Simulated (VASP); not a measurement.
# Ge (I4/mmm) in VASP: a series of runs

The runs below take Ge through single point, with HSE06, PBEsol-based screened hybrid with 25 % exact exchange, PBE-based screened hybrid with 25 % exact exchange.

Everything below comes from runs of VASP 6.6.1. Logs are shortened: lines on timing, memory, paths and dates and some standing lists are left out, and cuts for length are marked.

**1. The cell of the first run**

The structure is tetragonal, space group I4/mmm (No. 139). The conventional cell has a = 3.323 Å, b = 3.323 Å, c = 3.391 Å, α = 90.00°, β = 90.00°, γ = 90.00°. Within 3.8 Å of Ge (site symmetry 4/mmm) lie 14 Ge at 2.90 to 3.39 Å.

**2. Single point, HSE06**

POSCAR

```
Ge
1.0
   -1.6613040710      1.6613040710      1.6957286604
    1.6613040710     -1.6613040710      1.6957286604
    1.6613040710      1.6613040710     -1.6957286604
Ge
1
Direct
    0.5000000000      0.5000000000      0.0000000000
```

INCAR.step1

```
SYSTEM = Ge
ALGO     = Normal         ! electronic algorithm
EDIFF    = 1E-5           ! SCF threshold, eV
ENCUT    = 520            ! plane-wave cutoff, eV
GGA      = PE             ! functional
ISIF     = 2              ! what is computed and relaxed
ISMEAR   = -1             ! smearing method
LASPH    = .TRUE.         ! aspherical terms in the spheres
LREAL    = .FALSE.        ! projectors in reciprocal space
LWAVE    = .TRUE.         ! write WAVECAR
NBANDS   = 13             ! bands
NELM     = 60             ! most SCF steps
PREC     = Accurate       ! precision mode
SIGMA    = 0.05           ! smearing width, eV
```

INCAR.step2

```
SYSTEM = Ge
ALGO     = Normal         ! electronic algorithm
EDIFF    = 1E-6           ! SCF threshold, eV
ENCUT    = 520            ! plane-wave cutoff, eV
GGA      = PE             ! functional
HFSCREEN = 0.2079         ! screening, 1/A
ISIF     = 2              ! what is computed and relaxed
ISMEAR   = -1             ! smearing method
ISTART   = 1            
LASPH    = .TRUE.         ! aspherical terms in the spheres
LCHARG   = .TRUE.         ! write CHGCAR
LELF     = .TRUE.         ! ELF
LHFCALC  = .TRUE.         ! exact exchange
LREAL    = .FALSE.        ! projectors in reciprocal space
LVHAR    = .TRUE.       
LWAVE    = .FALSE.        ! write WAVECAR
NBANDS   = 13             ! bands
NELM     = 60             ! most SCF steps
PREC     = Accurate       ! precision mode
PRECFOCK = Normal       
SIGMA    = 0.05           ! smearing width, eV
```

KPOINTS

```
k-points
0
G
  6 6 6
  0 0 0
```

Potentials or basis: VASP PAW PBE potentials, release 64 (Ge_d).

The run is started by

```bash
$ cat potpaw_PBE.64/Ge_d/POTCAR > POTCAR
$ cp INCAR.step1 INCAR
$ mpirun -np 1 vasp_std > vasp.out
$ cp INCAR.step2 INCAR
$ mpirun -np 1 vasp_std > vasp.out
```

OUTCAR:

```text
SYSTEM = Ge
   EDIFF = 1E-6
   ENCUT = 520
   GGA = PE
   HFSCREEN = 0.2079
   ISIF = 2
   ISMEAR = -1
   ISTART = 1
   LASPH = .TRUE.
   LHFCALC = .TRUE.
   LREAL = .FALSE.
   NELM = 60
   PREC = Accurate
   PRECFOCK = Normal

 ion  position               nearest neighbor table
   1  0.500  0.500  0.000-

  LATTYP: Found a body centered tetragonal cell.
 ALAT       =     3.3226081420
 C/A-ratio  =     1.0207214260

  Lattice vectors:

 A1 = (  -1.6613040710,   1.6613040710,   1.6957286604)
 A2 = (   1.6613040710,  -1.6613040710,   1.6957286604)
 A3 = (   1.6613040710,   1.6613040710,  -1.6957286604)

Analysis of symmetry for initial positions (statically):
=====================================================================
 Subroutine PRICEL returns:
 Original cell was already a primitive cell.

 Routine SETGRP: Setting up the symmetry group for a
 body centered tetragonal supercell.

 Subroutine GETGRP returns: Found 16 space group operations
 (whereof 16 operations were pure point group operations)
 out of a pool of 16 trial point group operations.

The static configuration has the point symmetry D_4h.

Analysis of symmetry for dynamics (positions and initial velocities):
=====================================================================
 Subroutine PRICEL returns:
 Original cell was already a primitive cell.

 Routine SETGRP: Setting up the symmetry group for a
 body centered tetragonal supercell.

 Subroutine GETGRP returns: Found 16 space group operations
 (whereof 16 operations were pure point group operations)
 out of a pool of 16 trial point group operations.

The dynamic configuration has the point symmetry D_4h.

 Subroutine INISYM returns: Found 16 space group operations
 (whereof 16 operations are pure point group operations),
 and found     1 'primitive' translations

----------------------------------------------------------------------------------------

                                     Primitive cell

  volume of cell :      18.7204

  direct lattice vectors                    reciprocal lattice vectors
    -1.661304071  1.661304071  1.695728660     0.000000000  0.300968383  0.294858495
     1.661304071 -1.661304071  1.695728660     0.300968383  0.000000000  0.294858495
     1.661304071  1.661304071 -1.695728660     0.300968383  0.300968383  0.000000000

  length of vectors
     2.897474439  2.897474439  2.897474439     0.421335376  0.421335376  0.425633569

  position of ions in fractional coordinates (direct lattice)
     0.500000000  0.500000000  0.000000000

  ion indices of the primitive-cell ions
   primitive index   ion index
                 1           1

----------------------------------------------------------------------------------------

 KPOINTS: k-points

Automatic generation of k-mesh.
 Grid dimensions read from file:
 generate k-points for:    6    6    6

 Generating k-lattice:

  Cartesian coordinates                     Fractional coordinates (reciprocal lattice)
     0.000000000  0.050161397  0.049143082     0.166666667  0.000000000  0.000000000
     0.050161397  0.000000000  0.049143082     0.000000000  0.166666667  0.000000000
     0.050161397  0.050161397  0.000000000     0.000000000  0.000000000  0.166666667

  Length of vectors
     0.070222563  0.070222563  0.070938928

  Shift w.r.t. Gamma in fractional coordinates (k-lattice)
     0.000000000  0.000000000  0.000000000

 Subroutine IBZKPT returns following result:
 ===========================================

 Found     30 irreducible k-points:

 Following reciprocal coordinates:
            Coordinates               Weight
  0.000000  0.000000  0.000000      1.000000
  0.166667  0.000000  0.000000      8.000000
  0.333333 -0.000000  0.000000      8.000000
  0.500000 -0.000000  0.000000      4.000000
  0.166667  0.166667  0.000000      8.000000
  0.333333  0.166667  0.000000     16.000000
[... 16 lines left out ...]
 -0.333333 -0.333333  0.166667      8.000000
 -0.166667 -0.333333  0.166667      8.000000
 [... further k-points ...]
   k-points           NKPTS =     30   k-points in BZ     NKDIM =    216   number of bands    NBANDS=     13
   number of dos      NEDOS =    301   number of ions     NIONS =      1
   total plane-waves  NPLWV =  13824
   dimension x,y,z NGX =    24 NGY =   24 NGZ =   24
   dimension x,y,z NGXF=    48 NGYF=   48 NGZF=   48
   ions per type =               1
   NGX,Y,Z   is equivalent  to a cutoff of  13.77, 13.77, 13.77 a.u.
   NGXF,Y,Z  is equivalent  to a cutoff of  27.54, 27.54, 27.54 a.u.
 SYSTEM =  Ge
   PREC   = accura    normal or accurate (medium, high low for compatibility)
   ISTART =      1    job   : 0-new  1-cont  2-samecut
   ICHARG =      0    charge: 1-file 2-atom 10-const
   ISPIN  =      1    spin polarized calculation?
   LNONCOLLINEAR =      F non collinear calculations
   LSORBIT =      F    spin-orbit coupling
   LASPH  =      T    aspherical Exc in radial PAW
   ENCUT  =  520.0 eV  38.22 Ry    6.18 a.u.   5.39  5.39  5.39*2*pi/ulx,y,z
   NELM   =     60;   NELMIN=  2; NELMDL=  0     # of ELM steps
   EDIFF  = 0.1E-05   stopping-criterion for ELM
   LREAL  =      F    real-space projection
   EDIFFG = 0.1E-04   stopping-criterion for IOM
   NSW    =      0    number of steps for IOM
   IBRION =     -1    ionic relax: 0-MD 1-quasi-New 2-CG
   NFREE  =      0    steps in history (QN), initial steepest desc. (CG)
   ISIF   =      2    stress and relaxation
   ISYM   =      3    0-nonsym 1-usesym 2-fastsym
   POTIM  = 0.5000    time-step for ionic-motion
   TEBEG  =    0.0;   TEEND  =   0.0 temperature during run
   PSTRESS=    0.0 pullay stress
   NELECT =      14.0000    total number of electrons
   NUPDOWN=      -1.0000    fix difference up-down
   EMIN   =  10.00;   EMAX   =-10.00  energy-range for DOS
   EFERMI =   0.00;   METHOD = LEGACY
   ISMEAR =    -1;   SIGMA  =   0.05  broadening in eV -4-tet -1-fermi 0-gaus
   EFERMI_NEDOS =   21; number of points for ismear=-14 and -15
   IALGO  =     38    algorithm
   IMIX   =      1    mixing-type and parameters
     AMIX     =   0.40;   BMIX     =  1.00
     AMIX_MAG =   1.60;   BMIX_MAG =  1.00
  volume/ion in A,a.u.               =      18.72       126.33
  Fermi-wavevector in a.u.,A,eV,Ry     =   1.485979  2.808093 30.043477  2.208133
  Thomas-Fermi vector in A             =   2.599323
   LORBIT       =      0    0 simple, 1 ext, 2 COOP (PROOUT), +10 PAW based schemes
   GGA     = PE    functional components
   LHFCALC =     T    Hartree Fock is set to
   PRECFOCK=normal    Normal, Fast or Accurate (Low or Medium for compatibility)
   ENCUT4O =  -1.0   cutoff for four orbital integrals eV
   NKREDX  =     1    reduce k-point grid by
   NKREDY  =     1    reduce k-point grid by
   NKREDZ  =     1    reduce k-point grid by
   AEXX    =    0.2500 exact exchange contribution
   HFSCREEN=    0.2079 screening length (either q_TF or 0.3 A-1)
   HFSCREENC=   0.2079 screening length for correlation (either q_TF or 0.3 A-1)
   ENCUTFOCK=  -1.0 apply spherical cutoff to Coloumb kernel
   IVDW    =     0    specifies the selected vdW correction
   LEPSILON=     F    determine dielectric tensor
   LRPA    =     F    only Hartree local field effects (RPA)
 non-spin polarized calculation
  energy-cutoff  :      520.00
  volume of cell :       18.72
 maximum number of plane-waves:       531
 NGX is ok and might be reduce to    24
  NGX = 18; NGY = 18; NGZ = 18

 number of electron      14.0000006 magnetization

 Free energy of the ion-electron system (eV)
  ---------------------------------------------------
  ext. energy  EPLUGINS =         0.00000000
  ---------------------------------------------------
  free energy    TOTEN  =        -4.89456529 eV

  energy without entropy =       -4.89350923  energy(sigma->0) =       -4.89403726

 E-fermi :   6.8642     XC(G=0):  -9.3161

 val. band max:        6.8090298596   @ k =   0.5000   0.5000   0.3333
 cond. band min:       7.3738433308   @ k =  -0.3333   0.5000   0.3333
 fundamental gap:      0.5648134712
 Fermi energy:         6.8641751529

 k-point     1 :       0.0000    0.0000    0.0000
  band No.  band energies     occupation
      1     -21.3639      2.00000
      2     -21.3633      2.00000
      3     -21.3633      2.00000
      4     -21.2820      2.00000
      5     -21.2701      2.00000
      6      -8.0213      2.00000
      7      17.0668      0.00000
      8      17.1874      0.00000
      9      17.1874      0.00000
     10      22.5920      0.00000
     11      22.5920      0.00000
     12      23.1067      0.00000
     13      24.5157      0.00000

 k-point     2 :       0.1667    0.0000    0.0000
  band No.  band energies     occupation
      1     -21.3710      2.00000
      2     -21.3541      2.00000
      3     -21.3298      2.00000
      4     -21.2880      2.00000
      5     -21.2732      2.00000
      6      -7.2065      2.00000
      7      12.3241      0.00000
      8      15.0832      0.00000
      9      16.4181      0.00000
     10      20.0008      0.00000
     11      20.1579      0.00000
     12      23.3387      0.00000
     13      24.4964      0.00000

 k-point     3 :       0.3333   -0.0000    0.0000
  band No.  band energies     occupation
      1     -21.3859      2.00000
      2     -21.3503      2.00000
      3     -21.2897      2.00000
      4     -21.2774      2.00000
      5     -21.2616      2.00000
      6      -4.7677      2.00000
      7       5.5008      2.00000
      8      12.8002      0.00000
      9      15.1161      0.00000
     10      17.9195      0.00000
     11      18.0603      0.00000
     12      24.7610      0.00000
     13      26.6412      0.00000
[... 305 lines left out ...]
 k-point    23 :      -0.3333   -0.3333    0.1667
  band No.  band energies     occupation
      1     -21.3442      2.00000
      2     -21.3371      2.00000
      3     -21.3192      2.00000
      4     -21.2710      2.00000
      5     -21.2459      2.00000
      6      -0.9772      2.00000
      7       4.3098      2.00000
      8       5.7922      2.00000
      9      13.2723      0.00000
     10      16.8739      0.00000
     11      19.6981      0.00000
     12      21.1854      0.00000
     13      28.9065      0.00000

 k-point    24 :      -0.1667   -0.3333    0.1667
  band No.  band energies     occupation
      1     -21.3488      2.00000
      2     -21.3384      2.00000
      3     -21.3043      2.00000
      4     -21.2908      2.00000
      5     -21.2656      2.00000
      6      -4.0260      2.00000
      7       6.3583      1.99992
      8      10.5156      0.00000
      9      12.3285      0.00000
     10      17.2779      0.00000
     11      21.7433      0.00000
     12      22.6886      0.00000
     13      25.7369      0.00000

 [... further k-points ...]
[... 5 lines left out ...]
  --------------------------------------------------------------------------------------
  -------------------------------------------------------------------------------------
  Total        0.0279986      0.0279986      0.0278880      0.0000000     -0.0000000      0.0000000
  in kB        2.3962518      2.3962518      2.3867817      0.0000000     -0.0000000      0.0000000
  external PRESSURE =       2.3930951 kB  Pullay stress =       0.0000000 kB

 VOLUME and BASIS-vectors are now :
 -----------------------------------------------------------------------------
  energy-cutoff  :      520.00
  volume of cell :       18.72
      direct lattice vectors                 reciprocal lattice vectors
    -1.661304071  1.661304071  1.695728660     0.000000000  0.300968383  0.294858495
     1.661304071 -1.661304071  1.695728660     0.300968383  0.000000000  0.294858495
     1.661304071  1.661304071 -1.695728660     0.300968383  0.300968383  0.000000000

 POSITION                                       TOTAL-FORCE (eV/Angst)
 -----------------------------------------------------------------------------------
      0.00000      0.00000      1.69573        -0.000000      0.000000      0.000000
 -----------------------------------------------------------------------------------
    total drift:                                0.000001     -0.000001      0.000007

  FREE ENERGIE OF THE ION-ELECTRON SYSTEM (eV)
  ---------------------------------------------------
  free  energy   TOTEN  =        -4.8945652946 eV

  energy  without entropy=       -4.8935092266  energy(sigma->0) =       -4.89403726
```

It took 43 min on 1 thread of Intel Xeon 8259CL, shared host; peak memory 0.25 GiB.

What came out:

| Quantity | Value |
| --- | --- |
| Free energy | -4.8946 eV |
| Pressure | 0.2 GPa |
| Band gap on the k mesh | zero (bands 7 and 8 overlap by 13.67 eV) |

Levels at points of the mesh, in eV from the Fermi level:
```
           k point  band 3  band 4  band 5  band 6  band 7  band 8  band 9  band 10  band 11  band 12
(0.00, 0.00, 0.00)  -28.23  -28.15  -28.13  -14.89   10.20   10.32   10.32    15.73    15.73    16.24
(0.50, 0.00, 0.00)  -28.15  -28.14  -28.09   -8.44   -6.18    5.11    7.69    10.37    10.49    20.26
(0.50, 0.50, 0.00)  -28.15  -28.14  -28.09   -8.26   -6.10    4.78    7.25     9.99    10.05    21.07
(0.50, 0.50, 0.50)  -28.11  -28.10  -28.10   -2.64   -0.95   -0.35   -0.35     4.55     4.76    27.67
```

Caveat: the k points lie up to 0.44 Å⁻¹ apart, too coarse for converged energies and pressures of a metal; the PAW data sets were made with another functional, which shifts forces and pressure a little.

[end of part 1 of 2]
